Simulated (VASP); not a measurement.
Input of a VASP 6.6.1 run:

File INCAR:

```
PREC = Accurate ; ENCUT = 520
EDIFF = 1E-6 ; ISMEAR = -1
SIGMA = 0.05 ; LREAL = F
LASPH = T ; NELM = 100
ALGO = Normal ; ISIF = 2
LWAVE = F ; LCHARG = F
GGA = PE ; NBANDS = 8
```

The input KPOINTS:

```
regular mesh
0
Gamma
  8 8 8
```

POSCAR

```
Al
1.0
    2.7167871552      0.0000000000      0.0000000000
    0.0000000000      2.7167871552      0.0000000000
    0.0000000000      0.0000000000      2.7167871552
Al
1
Direct
    0.0000000000      0.0000000000      0.0000000000
```

Potentials or basis: VASP PAW PBE potentials, release 64 (Al).

Launch:

```sh
$ cat potpaw_PBE.64/Al/POTCAR > POTCAR
$ mpirun -np 1 vasp_std > vasp.out
```

Q: Predict the pressure.

A: 0.0 GPa.
